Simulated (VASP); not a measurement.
Crystal: SnTe.

```xyz
2
Lattice="0.0000 3.5869 3.5869 3.5869 0.0000 3.5869 3.5869 3.5869 0.0000" Properties=species:S:1:pos:R:3 pbc="T T T"
Te    1.7935    1.7935    1.7935
Sn    0.0000    0.0000    0.0000
```

Base run:

| Quantity | Value |
| --- | --- |
| Program | VASP 6.6.1 |
| Functional | LDA |
| Potentials or basis | VASP PAW LDA potentials, release 64 (Te, Sn_d) |
| Cutoff | 520 eV |
| k mesh | 7 × 7 × 7 |
| Occupations | fermi-dirac, width 0.05 eV |
| Spin | no spin polarisation |

Its results: band gap on the k mesh 0.21 eV, indirect (least direct gap 0.73 eV); pressure -1.8 GPa.

Question: The run is repeated on the same cell with these changes: k mesh from 7 × 7 × 7 to 6 × 6 × 6. What comes out?

Answer: Band gap on the k mesh 0.15 eV, indirect (least direct gap 0.70 eV); pressure -1.8 GPa.

Caveats: spin-orbit coupling is left out, which moves the levels of the heavy elements.

A k mesh can miss the band edges.
